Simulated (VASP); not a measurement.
Ga8P8H (a cell with a defect): single point with PBE

System: Ga8P8H (a cell with a defect).

```
Ga P H
1.0
     0.00000    5.50512   -5.50512
     5.50512    5.50512    0.00000
     5.50512    0.00000   -5.50512
Ga P H
8 8 1
Cartesian
  2.7526 5.4866 -2.7526
  0.0185 2.7526 -2.7526
  2.7526 8.2577 -5.5236
  0.0000 5.5051 -5.5051
  5.5051 5.5051 -5.5051
  2.7526 2.7526 -5.4866
  5.4866 8.2577 -8.2577
  2.7526 5.5236 -8.2577
  4.1317 4.1317 -4.1317
  6.8785 6.8785 -4.1317
  4.1317 6.8785 -6.8785
  6.9084 9.6069 -6.9084
  6.8785 4.1317 -6.8785
  9.6069 6.9084 -6.9084
  6.9084 6.9084 -9.6069
  9.6069 9.6069 -9.6069
  8.2577 8.2577 -8.2577
```

This cell differs from its parent crystal: with an interstitial atom, then relaxed in part.

- Program: VASP 6.6.1
- Task: single point
- Functional: PBE
- Potentials or basis: VASP PAW PBE potentials, release 64 (Ga_d, P, H)
- Cutoff: 520 eV
- k mesh: 2 × 2 × 2
- Occupations: gaussian, width 0.01 eV
- Spin: no spin polarisation
- Dipole correction: no
- Charge: 1
- Further INCAR settings: LREAL = Auto; ALGO = Normal; EDIFF = 1e-07; NBANDS = 86; NELECT = 144.0

```
Largest force : 0.004 eV/Å
```

Forces on the atoms (eV/Å):
```
Ga   0.000  0.001  0.000
Ga  -0.001  0.000  0.000
Ga   0.000  0.000  0.001
Ga   0.000  0.000  0.000
Ga   0.000  0.000  0.000
Ga   0.000  0.000 -0.001
Ga   0.001  0.000  0.000
Ga   0.000 -0.001  0.000
P    0.002  0.002 -0.002
P   -0.002 -0.002 -0.002
P    0.002 -0.002  0.002
P    0.001 -0.001 -0.001
P   -0.002  0.002  0.002
P   -0.001  0.001 -0.001
P    0.001  0.001  0.001
P   -0.001 -0.001  0.001
H    0.000  0.000  0.000
```

Levels at points of the mesh, in eV from the Fermi level:
```
           k point  band 69  band 70  band 71  band 72  band 73  band 74  band 75  band 76
(0.00, 0.00, 0.00)    -1.02    -1.02     0.03     0.03     0.03     1.64     1.67     1.67
(0.50, 0.00, 0.00)    -0.63    -0.63    -0.57    -0.57     0.00     2.08     2.21     2.49
(0.50, 0.50, 0.00)    -1.18    -1.10    -1.10    -1.09     0.46     2.28     2.78     3.05
```

It took 6.7 min on 1 thread of Intel Xeon 8259CL, on a shared host, peak memory 0.5 GiB.

Caveat: the k points lie up to 0.49 Å⁻¹ apart; the cell carries a net charge on a neutralising background, which shifts energy and pressure; the cell differs from its parent crystal (with an interstitial atom, then relaxed in part); the cell is charged against a uniform background, so pressure and absolute levels hang on convention.
